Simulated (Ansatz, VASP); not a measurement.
**One calculation of Bi3F, two programs**

```
CELL_PARAMETERS angstrom
1.72602 -3.04474 0.00000
1.72602 3.04474 0.00000
0.00000 0.00000 9.96435
ATOMIC_POSITIONS crystal
Bi 0.50000 0.50000 0.79322
Bi 0.00000 0.00000 0.50000
Bi 0.50000 0.50000 0.20678
F 0.00000 0.00000 0.00000
```

Change from the starting cell: species swapped into the ZnFe3 type (Cmmm, No. 65).

Alike in both runs: functional PBE; k mesh 6 × 6 × 2; occupations gaussian, width 0.1 eV; no spin polarisation.

Ansatz relaxed the structure, and its values are those at the end. VASP's run is a single point on that final structure, the one shown.

|  | VASP | Ansatz |
| --- | --- | --- |
| version | VASP 6.6.1 | Ansatz 0.2.0 |
| potentials or method | VASP PAW PBE potentials, release 64 (Bi_d, F), cutoff 520 eV | scalar-relativistic, plane waves, PAW |
| valence electrons in the cell | 52 | 52 |

|  | VASP | Ansatz | Ansatz less VASP |
| --- | --- | --- | --- |
| gap on the k mesh at the Fermi level (eV) | none | none | - |
| pressure (GPa) | -0.1 | 0.0 | +0.11 |

A gap of «none» marks a metal or a gap that the smearing closes.

Neither program's run includes spin-orbit coupling.
